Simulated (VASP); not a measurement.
# SmSc2As3 (P-4m2) in VASP: further runs, part 2 of 2

VASP 6.6.1. The steps go on from the part before.

### Step 5. Single point, PBE, collinear spin

Input file INCAR:

```
  PREC = Accurate
  ENCUT = 500
  EDIFF = 1E-6
  ISMEAR = 0
  SIGMA = 0.1
  LREAL = F
  LASPH = T
  NELM = 200
  ALGO = Normal
  ISIF = 2
  LWAVE = F
  LCHARG = F
  ISPIN = 2
  MAGMOM = 0 1 1 0 0 0
  LORBIT = 11
  LMAXMIX = 6
  GGA = PE
  NBANDS = 37
  GGA_COMPAT = F
```

Input file KPOINTS:

```
Automatic mesh
0
Gamma
  4 4 2
```

Input file POSCAR:

```
SmSc2As3
1.0
    3.9914946806      0.0000000000      0.0000000000
    0.0000000000      3.9914946806      0.0000000000
    0.0000000000      0.0000000000      8.2936796931
Sm Sc As
1 2 3
Direct
    0.0000000000      0.0000000000      0.0000000000
    0.0000000000      0.5000000000      0.6439203687
    0.5000000000      0.0000000000      0.3560796313
    0.0000000000      0.5000000000      0.3180194260
    0.5000000000      0.0000000000      0.6819805740
    0.5000000000      0.5000000000      0.0000000000
```

Started as:

```sh
$ cat potpaw_PBE.64/Sm_3/POTCAR potpaw_PBE.64/Sc_sv/POTCAR potpaw_PBE.64/As/POTCAR > POTCAR
$ mpirun -np 1 vasp_std > vasp.out
```

Wall time 61 s (1 thread of Intel Xeon 6975P-C (Granite Rapids), shared host); peak memory 0.3 GiB.

It converged, with:

```
Free energy                                           : -37.6629 eV
Pressure                                              : 0.3 GPa
Largest force                                         : 0.012 eV/Å
Band gap on the k mesh                                : zero (filled and empty bands overlap)
Net moment                                            : 0.00 μB per cell
Valence electrons inside the program's atomic spheres : Sm 9.15; Sc 9.32; As 2.82
```

Forces on the atoms (eV/Å):
```
Sm   0.000  0.000  0.000
Sc   0.000  0.000 -0.012
Sc   0.000  0.000  0.012
As   0.000  0.000  0.008
As   0.000  0.000 -0.008
As   0.000  0.000  0.000
```

Stress tensor (GPa, compression positive):
```
0.37 0.00 0.00
0.00 0.37 0.00
0.00 0.00 0.15
```

Levels at points of the mesh, in eV from the Fermi level:
Spin up:
| k point | band 20 | band 21 | band 22 | band 23 | band 24 | band 25 | band 26 | band 27 | band 28 | band 29 |
| --- | --- | --- | --- | --- | --- | --- | --- | --- | --- | --- |
| (0.00, 0.00, 0.00) | -1.32 | -1.32 | -1.22 | -0.75 | -0.21 | -0.21 | 0.11 | 0.97 | 1.01 | 1.31 |
| (0.50, 0.00, 0.00) | -2.57 | -2.28 | -2.20 | -1.89 | -0.83 | 0.60 | 1.38 | 1.82 | 1.82 | 1.99 |
| (0.50, 0.50, 0.00) | -2.85 | -2.81 | -1.90 | -1.90 | -0.80 | 0.07 | 0.62 | 1.79 | 1.79 | 2.14 |
| (0.00, 0.00, 0.50) | -1.46 | -1.41 | -1.41 | -0.68 | 0.29 | 0.35 | 0.35 | 0.51 | 0.51 | 0.54 |
| (0.50, 0.00, 0.50) | -3.05 | -2.25 | -1.98 | -1.80 | -0.61 | 0.78 | 1.07 | 1.67 | 1.81 | 1.92 |
| (0.50, 0.50, 0.50) | -2.99 | -2.38 | -1.52 | -1.33 | -1.33 | -0.24 | 0.83 | 0.83 | 1.92 | 1.98 |
Spin down:
```
           k point  band 20  band 21  band 22  band 23  band 24  band 25  band 26  band 27  band 28  band 29
(0.00, 0.00, 0.00)    -1.32    -1.32    -1.22    -0.75    -0.21    -0.21     0.11     0.97     1.01     1.31
(0.50, 0.00, 0.00)    -2.57    -2.28    -2.20    -1.89    -0.83     0.60     1.38     1.82     1.82     1.99
(0.50, 0.50, 0.00)    -2.85    -2.81    -1.90    -1.90    -0.80     0.07     0.62     1.79     1.79     2.14
(0.00, 0.00, 0.50)    -1.46    -1.41    -1.41    -0.68     0.29     0.35     0.35     0.51     0.51     0.54
(0.50, 0.00, 0.50)    -3.05    -2.25    -1.98    -1.80    -0.61     0.78     1.07     1.67     1.81     1.92
(0.50, 0.50, 0.50)    -2.99    -2.38    -1.52    -1.33    -1.33    -0.24     0.83     0.83     1.92     1.98
```

Caveat: the k points lie up to 0.39 Å⁻¹ apart, too coarse for converged energies and pressures of a metal; the magnetic or orbital state may not be the lowest; spin-orbit coupling is left out, which moves the levels of the heavy elements; the 4f electrons are frozen in the core, so they carry no moment and show no levels.

### Step 6. Single point, PBE

Input file INCAR:

```
PREC = Accurate
ENCUT = 500
EDIFF = 1E-6
ISMEAR = 0
SIGMA = 0.1
LREAL = False
LASPH = True
NELM = 200
ALGO = Normal
ISIF = 2
LWAVE = False
LCHARG = True
GGA = PE
LELF = True
LVHAR = True
NBANDS = 33
GGA_COMPAT = False
LMAXMIX = 6
```

Input file KPOINTS:

```
Automatic mesh
0
Gamma
  10 10 6
```

Input file POSCAR:

```
SmSc2As3
1.0
    3.9819031694      0.0000000000      0.0000000000
    0.0000000000      3.9819031694      0.0000000000
    0.0000000000      0.0000000000      8.3318382036
Sm Sc As
1 2 3
Direct
    0.0000000000      0.0000000000      0.0000000000
    0.0000000000      0.5000000000      0.6439135966
    0.5000000000      0.0000000000      0.3560864034
    0.0000000000      0.5000000000      0.3182313159
    0.5000000000      0.0000000000      0.6817686841
    0.5000000000      0.5000000000      0.0000000000
```

Potentials or basis: VASP PAW PBE potentials, release 64 (Sm_3, Sc_sv, As), 4f in core.

Started as:

```sh
$ cat potpaw_PBE.64/Sm_3/POTCAR potpaw_PBE.64/Sc_sv/POTCAR potpaw_PBE.64/As/POTCAR > POTCAR
$ mpirun -np 1 vasp_std > vasp.out
```

OUTCAR:

```text
PREC = Accurate
   ENCUT = 500
   EDIFF = 1E-6
   ISMEAR = 0
   LREAL = False
   LASPH = True
   NELM = 200
   ISIF = 2
   GGA = PE

 ion  position               nearest neighbor table
   1  0.000  0.000  0.000-   6 2.82   6 2.82   6 2.82   6 2.82   5 3.32   5 3.32   4 3.32   4 3.32
                             3 3.57   2 3.57   3 3.57   2 3.57
   2  0.000  0.500  0.644-   4 2.71   5 2.83   5 2.83   5 2.83   5 2.83   1 3.57   1 3.57
   3  0.500  0.000  0.356-   5 2.71   4 2.83   4 2.83   4 2.83   4 2.83   1 3.57   1 3.57
   4  0.000  0.500  0.318-   2 2.71   3 2.83   3 2.83   3 2.83   3 2.83   1 3.32   1 3.32
   5  0.500  0.000  0.682-   3 2.71   2 2.83   2 2.83   2 2.83   2 2.83   1 3.32   1 3.32
[... 1074 lines left out ...]
  Total        0.3883742      0.3883742      0.2387437      0.0000000      0.0000000      0.0000000
  in kB        4.7101939      4.7101939      2.8954776      0.0000000      0.0000000      0.0000000
  external PRESSURE =       4.1052885 kB  Pullay stress =       0.0000000 kB

 VOLUME and BASIS-vectors are now :
 -----------------------------------------------------------------------------
  energy-cutoff  :      500.00
  volume of cell :      132.11
      direct lattice vectors                 reciprocal lattice vectors
     3.981903169  0.000000000  0.000000000     0.251136192  0.000000000  0.000000000
     0.000000000  3.981903169  0.000000000     0.000000000  0.251136192  0.000000000
     0.000000000  0.000000000  8.331838204     0.000000000  0.000000000  0.120021534

 POSITION                                       TOTAL-FORCE (eV/Angst)
 -----------------------------------------------------------------------------------
      0.00000      0.00000      0.00000        -0.000000     -0.000000      0.000000
      0.00000      1.99095      5.36498        -0.000000     -0.000000      0.002257
      1.99095      0.00000      2.96685         0.000000      0.000000     -0.002257
      0.00000      1.99095      2.65145        -0.000000     -0.000000      0.006631
      1.99095      0.00000      5.68039        -0.000000     -0.000000     -0.006631
      1.99095      1.99095      0.00000        -0.000000     -0.000000      0.000000
 -----------------------------------------------------------------------------------
    total drift:                                0.000000      0.000000     -0.000000

  FREE ENERGIE OF THE ION-ELECTRON SYSTEM (eV)
  ---------------------------------------------------
  free  energy   TOTEN  =       -37.7013990735 eV

  energy  without entropy=      -37.6907733166  energy(sigma->0) =      -37.69608620
```

OSZICAR:

```text
N       E                     dE             d eps       ncg     rms          rms(c)
DAV:   1     0.595653493779E+03    0.59565E+03   -0.20044E+04  5544   0.134E+03
DAV:   2     0.172763734661E+02   -0.57838E+03   -0.56447E+03  6168   0.482E+02
DAV:   3    -0.397872431288E+02   -0.57064E+02   -0.53792E+02  9373   0.153E+02
DAV:   4    -0.421477852648E+02   -0.23605E+01   -0.23167E+01  8896   0.281E+01
DAV:   5    -0.421824199972E+02   -0.34635E-01   -0.34479E-01  8288   0.408E+00    0.120E+01
DAV:   6    -0.378287266710E+02    0.43537E+01   -0.15252E+01  8760   0.264E+01    0.447E+00
DAV:   7    -0.377469316250E+02    0.81795E-01   -0.11934E+00  9009   0.720E+00    0.304E+00
DAV:   8    -0.377134391744E+02    0.33492E-01   -0.43370E-01  8776   0.399E+00    0.774E-01
DAV:   9    -0.377023084095E+02    0.11131E-01   -0.10941E-01  8734   0.266E+00    0.377E-01
DAV:  10    -0.377017597554E+02    0.54865E-03   -0.12373E-02  8944   0.895E-01    0.170E-01
DAV:  11    -0.377014061005E+02    0.35365E-03   -0.31950E-03  8751   0.471E-01    0.695E-02
DAV:  12    -0.377014030864E+02    0.30141E-05   -0.39821E-04  9168   0.154E-01    0.202E-02
DAV:  13    -0.377013998771E+02    0.32093E-05   -0.51560E-05  8487   0.507E-02    0.851E-03
DAV:  14    -0.377013990735E+02    0.80366E-06   -0.58512E-06  7400   0.199E-02
   1 F= -.37701399E+02 E0= -.37696086E+02  d E =-.106258E-01
```

It took 3 min on 1 thread of Intel Xeon 6975P-C (Granite Rapids), shared host; peak memory 0.47 GiB.

Results:

* Free energy: -37.7014 eV
* Pressure: 0.4 GPa
* Largest force: 0.007 eV/Å
* Band gap on the k mesh: zero (bands 24 and 25 overlap by 0.91 eV)

Forces in eV/Å, atoms in the order of the input:
```
Sm   0.000  0.000  0.000
Sc   0.000  0.000  0.002
Sc   0.000  0.000 -0.002
As   0.000  0.000  0.007
As   0.000  0.000 -0.007
As   0.000  0.000  0.000
```

Stress tensor (GPa, compression positive):
```
0.47 0.00 0.00
0.00 0.47 0.00
0.00 0.00 0.29
```

Caveat: spin-orbit coupling is left out, which moves the levels of the heavy elements; the 4f electrons are frozen in the core, so they carry no moment and show no levels. Spin polarisation is off, so any magnetic state and its effect on volume and gap are missing.

### Step 7. Overview

| task | spin | cell | k mesh | gap on the mesh (eV) | pressure (GPa) | largest force (eV/Å) |
| --- | --- | --- | --- | --- | --- | --- |
| single point | off | a = 3.991, b = 3.991, c = 8.294 Å, 6 atoms, atomic positions A | 4 × 4 × 2 | none | 0.3 | 0.01 |
| single point | off | a = 3.968, b = 3.968, c = 8.742 Å, 6 atoms, atomic positions B | 4 × 4 × 2 | none | -1.1 | 2.45 |
| relaxation of cell and atoms | off | relaxed from a = 3.968, b = 3.968, c = 8.742 Å, 6 atoms, atomic positions B | 4 × 4 × 2 | none | -0.2 | 0.02 |
| single point | collinear | a = 3.991, b = 3.991, c = 8.294 Å, 6 atoms, atomic positions A | 4 × 4 × 2 | none | 0.3 | 0.01 |
| single point | off | a = 3.982, b = 3.982, c = 8.332 Å, 6 atoms, atomic positions A | 10 × 10 × 6 | none | 0.4 | 0.01 |

Alike in all rows: level PBE; potentials or basis VASP PAW PBE potentials, release 64 (Sm_3, Sc_sv, As), 4f in core; cutoff (eV) 500; smearing gaussian 0.1 eV.

Caveats: some runs use coarse meshes; spin-orbit coupling is left out, which moves the levels of the heavy elements; the 4f electrons are frozen in the core, so they carry no moment and show no levels; forces of over 1 eV/Å act on the atoms, so gaps and moduli don't describe the material at rest (at least some runs); the electronic state changed during the relaxation (at least some runs); the magnetic or orbital state may not be the lowest (at least some runs).

Total energies depend on the potentials used, so only differences within one code and one set of settings carry meaning.
